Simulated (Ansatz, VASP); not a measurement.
# TaN: VASP beside Ansatz

```xyz
6
Lattice="5.1910 0.0000 0.0000 -2.5955 4.4955 0.0000 0.0000 0.0000 2.9080" Properties=species:S:1:pos:R:3 pbc="T T T"
Ta    0.0000    0.0000    0.0000
Ta    0.0000    2.9970    1.4540
Ta    2.5955    1.4985    1.4540
N     2.5955    0.0000    0.0000
N     1.2977    2.2478    0.0000
N    -1.2977    2.2478    0.0000
```

Alike in both runs: task single point; functional revPBE; k mesh 5 × 5 × 7; occupations fermi-dirac, width 0.15 eV; no spin polarisation.

```csv
,VASP,Ansatz
version,VASP 6.6.1,Ansatz 0.2.0
potentials or method,"VASP PAW PBE potentials, release 64 (Ta_pv, N), cutoff 600 eV","plane waves, PAW"
valence electrons in the cell,48,54
```

Ansatz gave:

| Property | Result |
| --- | --- |
| pressure (GPa) | 13.0 |
| traceless stress, the component that is largest in VASP (GPa) | -0.48 |

Problem. Estimate VASP's values.

Solution. Pressure (GPa): 13.8; traceless stress, the component that is largest in VASP (GPa): -0.30.

VASP's potentials were made for PBE, not for revPBE. VASP's potentials hold 48 valence electrons a cell and Ansatz's 54, so a difference there can come from the potentials and not from the codes.

Spin-orbit coupling is off throughout.
